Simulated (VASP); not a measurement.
# BeTe (F-43m) in VASP: notebook

BeTe is run at these levels: PBE; tasks: single point.

Everything below comes from runs of VASP 6.6.1. Logs are shortened: lines on timing, memory, paths and dates and some standing lists are left out, and cuts for length are marked.

## Step 1: The cell of the first run

It takes space group F-43m (No. 216, cubic). The conventional cell has a = 5.664 Å, b = 5.664 Å, c = 5.664 Å, α = 90.00°, β = 90.00°, γ = 90.00°. Be (site symmetry -43m) has 4 Te at 2.45 Å within 3.2 Å. Te (site symmetry -43m) has 4 Be at 2.45 Å within 3.2 Å.

## Step 2: Single point, PBE

INCAR

```
PREC = Accurate ; ENCUT = 520
EDIFF = 1E-6 ; ISMEAR = 0
SIGMA = 0.01 ; LREAL = False
LASPH = True ; NELM = 100
ALGO = Normal ; ISIF = 2
LWAVE = False ; LCHARG = True
GGA = PE ; LELF = True
LVHAR = True ; NBANDS = 11
```

KPOINTS

```
Automatic mesh
0
Gamma
  6 6 6
```

POSCAR

```
BeTe
1.0
    0.0000000000      2.8319820954      2.8319820954
    2.8319820954      0.0000000000      2.8319820954
    2.8319820954      2.8319820954      0.0000000000
Be Te
1 1
Direct
    0.0000000000      0.0000000000      0.0000000000
    0.2500000000      0.2500000000      0.2500000000
```

Potentials or basis: VASP PAW PBE potentials, release 64 (Be, Te).

On the command line:

```console
$ cat potpaw_PBE.64/Be/POTCAR potpaw_PBE.64/Te/POTCAR > POTCAR
$ mpirun -np 1 vasp_std > vasp.out
```

OUTCAR:

```text
PREC = Accurate
   ENCUT = 520
   EDIFF = 1E-6
   ISMEAR = 0
   LREAL = False
   LASPH = True
   NELM = 100
   ISIF = 2
   GGA = PE

 ion  position               nearest neighbor table
   1  0.000  0.000  0.000-   2 2.45   2 2.45   2 2.45   2 2.45
   2  0.250  0.250  0.250-   1 2.45   1 2.45   1 2.45   1 2.45

  LATTYP: Found a face centered cubic cell.
 ALAT       =     5.6639641908

  Lattice vectors:

 A1 = (   0.0000000000,   2.8319820954,   2.8319820954)
 A2 = (   2.8319820954,   0.0000000000,   2.8319820954)
 A3 = (   2.8319820954,   2.8319820954,   0.0000000000)

Analysis of symmetry for initial positions (statically):
=====================================================================
 Subroutine PRICEL returns:
 Original cell was already a primitive cell.

 Routine SETGRP: Setting up the symmetry group for a
 face centered cubic supercell.

 Subroutine GETGRP returns: Found 24 space group operations
 (whereof 24 operations were pure point group operations)
 out of a pool of 48 trial point group operations.

The static configuration has the point symmetry T_d .

Analysis of symmetry for dynamics (positions and initial velocities):
=====================================================================
 Subroutine PRICEL returns:
 Original cell was already a primitive cell.

 Routine SETGRP: Setting up the symmetry group for a
 face centered cubic supercell.

 Subroutine GETGRP returns: Found 24 space group operations
 (whereof 24 operations were pure point group operations)
 out of a pool of 48 trial point group operations.

The dynamic configuration has the point symmetry T_d .

 Subroutine INISYM returns: Found 24 space group operations
 (whereof 24 operations are pure point group operations),
 and found     1 'primitive' translations

----------------------------------------------------------------------------------------

                                     Primitive cell

  volume of cell :      45.4257

  direct lattice vectors                    reciprocal lattice vectors
     0.000000000  2.831982095  2.831982095    -0.176554789  0.176554789  0.176554789
     2.831982095  0.000000000  2.831982095     0.176554789 -0.176554789  0.176554789
     2.831982095  2.831982095  0.000000000     0.176554789  0.176554789 -0.176554789

  length of vectors
     4.005027488  4.005027488  4.005027488     0.305801864  0.305801864  0.305801864

  position of ions in fractional coordinates (direct lattice)
     0.000000000  0.000000000  0.000000000
     0.250000000  0.250000000  0.250000000

  ion indices of the primitive-cell ions
   primitive index   ion index
                 1           1
                 2           2

----------------------------------------------------------------------------------------

 KPOINTS: Automatic mesh

Automatic generation of k-mesh.
 Grid dimensions read from file:
 generate k-points for:    6    6    6

 Generating k-lattice:

  Cartesian coordinates                     Fractional coordinates (reciprocal lattice)
    -0.029425798  0.029425798  0.029425798     0.166666667  0.000000000  0.000000000
     0.029425798 -0.029425798  0.029425798     0.000000000  0.166666667  0.000000000
     0.029425798  0.029425798 -0.029425798     0.000000000  0.000000000  0.166666667

  Length of vectors
     0.050966977  0.050966977  0.050966977

  Shift w.r.t. Gamma in fractional coordinates (k-lattice)
     0.000000000  0.000000000  0.000000000

 Subroutine IBZKPT returns following result:
 ===========================================

 Found     16 irreducible k-points:

 Following reciprocal coordinates:
            Coordinates               Weight
  0.000000  0.000000  0.000000      1.000000
  0.166667  0.000000  0.000000      8.000000
  0.333333  0.000000  0.000000      8.000000
  0.500000  0.000000  0.000000      4.000000
  0.166667  0.166667  0.000000      6.000000
  0.333333  0.166667  0.000000     24.000000
[... 8 lines left out ...]
 -0.333333  0.333333  0.166667     24.000000
 -0.333333  0.500000  0.166667     12.000000
   k-points           NKPTS =     16   k-points in BZ     NKDIM =     16   number of bands    NBANDS=     11
   number of dos      NEDOS =    301   number of ions     NIONS =      2
   total plane-waves  NPLWV =  27000
   dimension x,y,z NGX =    30 NGY =   30 NGZ =   30
   dimension x,y,z NGXF=    60 NGYF=   60 NGZF=   60
   ions per type =               1   1
   NGX,Y,Z   is equivalent  to a cutoff of  12.45, 12.45, 12.45 a.u.
   NGXF,Y,Z  is equivalent  to a cutoff of  24.91, 24.91, 24.91 a.u.
 SYSTEM =  unknown system
   PREC   = accura    normal or accurate (medium, high low for compatibility)
   ISTART =      0    job   : 0-new  1-cont  2-samecut
   ICHARG =      2    charge: 1-file 2-atom 10-const
   ISPIN  =      1    spin polarized calculation?
   LNONCOLLINEAR =      F non collinear calculations
   LSORBIT =      F    spin-orbit coupling
   LASPH  =      T    aspherical Exc in radial PAW
   ENCUT  =  520.0 eV  38.22 Ry    6.18 a.u.   7.45  7.45  7.45*2*pi/ulx,y,z
   NELM   =    100;   NELMIN=  2; NELMDL= -5     # of ELM steps
   EDIFF  = 0.1E-05   stopping-criterion for ELM
   LREAL  =      F    real-space projection
   EDIFFG = 0.1E-04   stopping-criterion for IOM
   NSW    =      0    number of steps for IOM
   IBRION =     -1    ionic relax: 0-MD 1-quasi-New 2-CG
   NFREE  =      0    steps in history (QN), initial steepest desc. (CG)
   ISIF   =      2    stress and relaxation
   ISYM   =      2    0-nonsym 1-usesym 2-fastsym
   POTIM  = 0.5000    time-step for ionic-motion
   TEBEG  =    0.0;   TEEND  =   0.0 temperature during run
   PSTRESS=    0.0 pullay stress
   NELECT =       8.0000    total number of electrons
   NUPDOWN=      -1.0000    fix difference up-down
   EMIN   =  10.00;   EMAX   =-10.00  energy-range for DOS
   EFERMI =   0.00;   METHOD = LEGACY
   ISMEAR =     0;   SIGMA  =   0.01  broadening in eV -4-tet -1-fermi 0-gaus
   EFERMI_NEDOS =   21; number of points for ismear=-14 and -15
   IALGO  =     38    algorithm
   IMIX   =      4    mixing-type and parameters
     AMIX     =   0.40;   BMIX     =  1.00
     AMIX_MAG =   1.60;   BMIX_MAG =  1.00
  volume/ion in A,a.u.               =      22.71       153.27
  Fermi-wavevector in a.u.,A,eV,Ry     =   0.917637  1.734083 11.456894  0.842058
  Thomas-Fermi vector in A             =   2.042629
   LORBIT       =      0    0 simple, 1 ext, 2 COOP (PROOUT), +10 PAW based schemes
   GGA     = PE    functional components
   LHFCALC =     F    Hartree Fock is set to
   AEXX    =    0.0000 exact exchange contribution
   IVDW    =     0    specifies the selected vdW correction
   LEPSILON=     F    determine dielectric tensor
   LRPA    =     F    only Hartree local field effects (RPA)
 non-spin polarized calculation
 Gauss-broadening in eV      SIGMA  =   0.01
  energy-cutoff  :      520.00
  volume of cell :       45.43
 maximum number of plane-waves:      1243
 NGX is ok and might be reduce to    30
   NGX = 15   NGY = 15   NGZ = 15

 number of electron       8.0000000 magnetization

 Free energy of the ion-electron system (eV)
  ---------------------------------------------------
  ext. energy  EPLUGINS =         0.00000000
  ---------------------------------------------------
  free energy    TOTEN  =        -7.61885421 eV

  energy without entropy =       -7.61885421  energy(sigma->0) =       -7.61885421

 E-fermi :   5.0326     XC(G=0):  -8.9873

 val. band max:        4.9100827024   @ k =   0.0000   0.0000   0.0000
 cond. band min:       6.9237871516   @ k =   0.5000   0.5000   0.0000
 fundamental gap:      2.0137044492
 Fermi energy:         5.0326356933

 k-point     1 :       0.0000    0.0000    0.0000
  band No.  band energies     occupation
      1      -7.2760      2.00000
      2       4.9101      2.00000
      3       4.9101      2.00000
      4       4.9101      2.00000
      5       8.5323      0.00000
      6       8.5323      0.00000
      7       8.5323      0.00000
      8       8.6079      0.00000
      9      13.2006      0.00000
     10      15.1182      0.00000
     11      15.1182      0.00000

 k-point     2 :       0.1667    0.0000    0.0000
  band No.  band energies     occupation
      1      -7.0237      2.00000
      2       2.9507      2.00000
      3       4.5424      2.00000
      4       4.5424      2.00000
      5       8.3422      0.00000
      6       9.0624      0.00000
      7       9.0624      0.00000
      8      10.5922      0.00000
      9      13.8264      0.00000
     10      13.9848      0.00000
     11      13.9848      0.00000

 k-point     3 :       0.3333    0.0000    0.0000
  band No.  band energies     occupation
      1      -6.3957      2.00000
      2       0.5366      2.00000
      3       4.0138      2.00000
      4       4.0138      2.00000
      5       8.0532      0.00000
      6       9.5242      0.00000
      7       9.5242      0.00000
      8      12.6466      0.00000
      9      14.1922      0.00000
     10      14.4883      0.00000
     11      14.4883      0.00000

 k-point     4 :       0.5000    0.0000    0.0000
  band No.  band energies     occupation
      1      -5.9733      2.00000
      2      -0.5234      2.00000
      3       3.8055      2.00000
      4       3.8055      2.00000
      5       7.9401      0.00000
      6       9.5056      0.00000
      7       9.5056      0.00000
      8      12.7333      0.00000
      9      15.7738      0.00000
     10      16.3486      0.00000
     11      16.3486      0.00000

 k-point     5 :       0.1667    0.1667    0.0000
  band No.  band energies     occupation
      1      -6.9389      2.00000
      2       3.2319      2.00000
      3       3.9270      2.00000
      4       3.9270      2.00000
      5       7.9506      0.00000
      6       9.8434      0.00000
      7      10.0321      0.00000
      8      10.0321      0.00000
      9      12.7378      0.00000
     10      14.4907      0.00000
     11      15.5470      0.00000
[... 99 lines left out ...]
 k-point    13 :       0.5000    0.5000    0.0000
  band No.  band energies     occupation
      1      -5.4976      2.00000
      2      -0.1157      2.00000
      3       2.3277      2.00000
      4       2.3277      2.00000
      5       6.9238      0.00000
      6       7.5980      0.00000
      7      14.5065      0.00000
      8      14.5065      0.00000
      9      16.3575      0.00000
     10      17.7376      0.00000
     11      18.2539      0.00000

 k-point    14 :       0.5000    0.3333    0.1667
  band No.  band energies     occupation
      1      -5.9224      2.00000
      2       0.5913      2.00000
      3       1.9292      2.00000
      4       2.9762      2.00000
      5       8.8626      0.00000
      6       9.8641      0.00000
      7      10.1136      0.00000
      8      12.5492      0.00000
      9      14.8987      0.00000
     10      15.2829      0.00000
     11      17.4935      0.00000

 k-point    15 :      -0.3333    0.3333    0.1667
  band No.  band energies     occupation
      1      -5.6097      2.00000
      2       0.1547      2.00000
      3       1.5001      2.00000
      4       2.5648      2.00000
      5       9.4046      0.00000
      6       9.5859      0.00000
      7      11.7667      0.00000
      8      12.0437      0.00000
      9      13.5587      0.00000
     10      16.7140      0.00000
     11      17.3878      0.00000

 k-point    16 :      -0.3333    0.5000    0.1667
  band No.  band energies     occupation
      1      -5.4740      2.00000
      2       0.2093      2.00000
      3       1.6049      2.00000
      4       1.9025      2.00000
      5       8.6308      0.00000
      6       9.1819      0.00000
      7      12.1890      0.00000
      8      12.4578      0.00000
      9      15.7445      0.00000
     10      16.5607      0.00000
     11      17.6712      0.00000

------------------------ aborting loop because EDIFF is reached ----------------------------------------

  FORCE on cell =-STRESS in cart. coord.  units (eV):
  Direction    XX          YY          ZZ          XY          YZ          ZX
  --------------------------------------------------------------------------------------
  -------------------------------------------------------------------------------------
  Total        0.0484674      0.0484674      0.0484674      0.0000000     -0.0000000      0.0000000
  in kB        1.7094577      1.7094577      1.7094577      0.0000000     -0.0000000      0.0000000
  external PRESSURE =       1.7094577 kB  Pullay stress =       0.0000000 kB

 VOLUME and BASIS-vectors are now :
 -----------------------------------------------------------------------------
  energy-cutoff  :      520.00
  volume of cell :       45.43
      direct lattice vectors                 reciprocal lattice vectors
     0.000000000  2.831982095  2.831982095    -0.176554789  0.176554789  0.176554789
     2.831982095  0.000000000  2.831982095     0.176554789 -0.176554789  0.176554789
     2.831982095  2.831982095  0.000000000     0.176554789  0.176554789 -0.176554789

 POSITION                                       TOTAL-FORCE (eV/Angst)
 -----------------------------------------------------------------------------------
      0.00000      0.00000      0.00000         0.000000     -0.000000     -0.000000
      1.41599      1.41599      1.41599        -0.000000      0.000000      0.000000
 -----------------------------------------------------------------------------------
    total drift:                                0.000000      0.000000      0.000000

  FREE ENERGIE OF THE ION-ELECTRON SYSTEM (eV)
  ---------------------------------------------------
  free  energy   TOTEN  =        -7.6188542056 eV

  energy  without entropy=       -7.6188542056  energy(sigma->0) =       -7.61885421
```

Run time: 12 s. Hardware: 1 thread of Intel Xeon Platinum 8375C at 2.90GHz (Ice Lake), shared host; peak memory 0.16 GiB.

Results:

| Item | Value |
| --- | --- |
| Free energy | -7.6189 eV |
| Pressure | 0.2 GPa |
| Band gap on the k mesh | 2.01 eV, indirect (least direct gap 3.62 eV) |

Levels at points of the mesh, in eV from the valence-band top:
```csv
k point,band 1,band 2,band 3,band 4,band 5,band 6,band 7,band 8,band 9
"(0.00, 0.00, 0.00)",-12.19,0.00,0.00,0.00,3.62,3.62,3.62,3.70,8.29
"(0.50, 0.00, 0.00)",-10.88,-5.43,-1.10,-1.10,3.03,4.60,4.60,7.82,10.86
"(0.50, 0.50, 0.00)",-10.41,-5.03,-2.58,-2.58,2.01,2.69,9.60,9.60,11.45
```

Caveat: spin-orbit coupling is left out, which moves the levels of the heavy elements. As with any semilocal functional, this PBE gap is likely too small.

## Step 3: Single point, PBE (volume changed by +3%)

INCAR

```
ALGO = Normal
EDIFF = 1E-7
ENCUT = 520
GGA = PE
ISIF = 2
ISMEAR = 0
LASPH = T
LCHARG = F
LREAL = F
LWAVE = F
NBANDS = 11
NELM = 60
PREC = Accurate
SIGMA = 0.01
```

KPOINTS

```
k-points
0
Gamma
  6 6 6
```

POSCAR

```
BeTe
1.0
    0.0000000000      2.8600233458      2.8600233458
    2.8600233458      0.0000000000      2.8600233458
    2.8600233458      2.8600233458      0.0000000000
Be Te
1 1
Direct
    0.0000000000      0.0000000000      0.0000000000
    0.2500000000      0.2500000000      0.2500000000
```

Potentials or basis: VASP PAW PBE potentials, release 64 (Be, Te).

On the command line:

```console
$ cat potpaw_PBE.64/Be/POTCAR potpaw_PBE.64/Te/POTCAR > POTCAR
$ mpirun -np 1 vasp_std > vasp.out
```

It took 10 s on 1 thread of Intel Xeon Platinum 8375C at 2.90GHz (Ice Lake), shared host; peak memory 0.16 GiB.

It converged, with:

- Free energy: -7.6134 eV
- Pressure: -1.4 GPa
- Band gap on the k mesh: 2.08 eV, indirect (least direct gap 3.49 eV)

Levels at points of the mesh, in eV from the valence-band top:
| k point | band 2 | band 3 | band 4 | band 5 | band 6 | band 7 |
| --- | --- | --- | --- | --- | --- | --- |
| (0.00, 0.00, 0.00) | 0.00 | 0.00 | 0.00 | 3.49 | 3.64 | 3.64 |
| (0.50, 0.00, 0.00) | -5.25 | -1.06 | -1.06 | 2.95 | 4.61 | 4.61 |
| (0.50, 0.50, 0.00) | -4.87 | -2.48 | -2.48 | 2.08 | 2.72 | 9.41 |

Caveat: spin-orbit coupling is left out, which moves the levels of the heavy elements.

## Step 4: Single point, PBE (volume changed by +6%)

INCAR

```
SYSTEM = BeTe
  PREC = Accurate
  ENCUT = 520
  EDIFF = 1E-6
  ISMEAR = 0
  SIGMA = 0.01
  LREAL = .False.
  LASPH = .True.
  NELM = 80
  ALGO = Normal
  ISIF = 2
  LWAVE = .False.
  LCHARG = .True.
  GGA = PE
  LELF = .True.
  LVHAR = .True.
  NBANDS = 11
```

KPOINTS

```
Automatic mesh
0
Gamma
  6 6 6
  0 0 0
```

POSCAR

```
BeTe
1.0
    0.0000000000      2.8875252574      2.8875252574
    2.8875252574      0.0000000000      2.8875252574
    2.8875252574      2.8875252574      0.0000000000
Be Te
1 1
Direct
    0.0000000000      0.0000000000      0.0000000000
    0.2500000000      0.2500000000      0.2500000000
```

On the command line:

```console
$ cat potpaw_PBE.64/Be/POTCAR potpaw_PBE.64/Te/POTCAR > POTCAR
$ mpirun -np 1 vasp_std > vasp.out
```

It took 11 s on 1 thread of Intel Xeon Platinum 8375C at 2.90GHz (Ice Lake), shared host; peak memory 0.17 GiB.

It converged, with:

| Property | Result |
| --- | --- |
| Free energy | -7.5953 eV |
| Pressure | -2.8 GPa |
| Band gap on the k mesh | 2.15 eV, indirect (least direct gap 3.29 eV) |

Levels at points of the mesh, in eV from the valence-band top:
```tsv
k point	band 1	band 2	band 3	band 4	band 5	band 6	band 7	band 8	band 9
(0.00, 0.00, 0.00)	-11.83	0.00	0.00	0.00	3.29	3.66	3.66	3.66	8.20
(0.50, 0.00, 0.00)	-10.66	-5.08	-1.01	-1.01	2.88	4.61	4.61	7.82	10.61
(0.50, 0.50, 0.00)	-10.24	-4.73	-2.38	-2.38	2.15	2.75	9.23	9.23	11.11
```

Caveat: spin-orbit coupling is left out, which moves the levels of the heavy elements.

## Step 5: Summary

| cell | gap on the mesh (eV) | pressure (GPa) |
| --- | --- | --- |
| a = 4.005 Å, angles 60.0°, 2 atoms | 2.01 | 0.2 |
| a = 4.045 Å, angles 60.0°, 2 atoms | 2.08 | -1.4 |
| a = 4.084 Å, angles 60.0°, 2 atoms | 2.15 | -2.8 |

Alike in all rows: task single point; level PBE; potentials or basis VASP PAW PBE potentials, release 64 (Be, Te); no spin polarisation; k mesh 6 × 6 × 6; cutoff (eV) 520; smearing gaussian 0.01 eV.

Caveats: spin-orbit coupling is left out, which moves the levels of the heavy elements.

Absolute energies hang on the potentials; compare differences alone.
